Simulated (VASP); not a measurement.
A run of VASP 6.6.1:

POSCAR

```
CuI
1.0
    3.5037459921     -3.5931530553      0.0000000000
    3.5037459921      3.5931530553      0.0000000000
    0.0000000000      0.0000000000      4.3220095893
Cu I
2 2
Direct
    0.4168025109      0.5831974891      0.7500000000
    0.5831974891      0.4168025109      0.2500000000
    0.7779467703      0.2220532297      0.7500000000
    0.2220532297      0.7779467703      0.2500000000
```

The input INCAR.step1:

```
  PREC = Accurate
  ENCUT = 520
  EDIFF = 1E-5
  ISMEAR = 0
  SIGMA = 0.01
  LREAL = F
  LASPH = T
  NELM = 60
  ALGO = Normal
  ISIF = 2
  LWAVE = T
  GGA = PE
  NBANDS = 26
```

File INCAR.step2:

```
  PREC = Accurate
  ENCUT = 520
  EDIFF = 1E-6
  ISMEAR = 0
  SIGMA = 0.01
  LREAL = F
  LASPH = T
  NELM = 60
  ALGO = Normal
  ISIF = 2
  LWAVE = F
  LCHARG = T
  GGA = PE
  LHFCALC = T
  HFSCREEN = 0.2079
  PRECFOCK = Normal
  LELF = T
  LVHAR = T
  ISTART = 1
  NBANDS = 26
```

Contents of KPOINTS:

```
regular mesh
0
Gamma
  2 2 4
```

Potentials or basis: VASP PAW PBE potentials, release 64 (Cu, I).

Run with:

```bash
$ cat potpaw_PBE.64/Cu/POTCAR potpaw_PBE.64/I/POTCAR > POTCAR
$ cp INCAR.step1 INCAR
$ mpirun -np 1 vasp_std > vasp.out
$ cp INCAR.step2 INCAR
$ mpirun -np 1 vasp_std > vasp.out
```

Hardware: 1 thread of AMD EPYC 7571, with other jobs on the host.

Question: Estimate the wall time of this run.

Answer: Wall time 32 min on 1 thread of AMD EPYC 7571 (shared host), peak memory 0.33 GiB. Counts: k points 9.
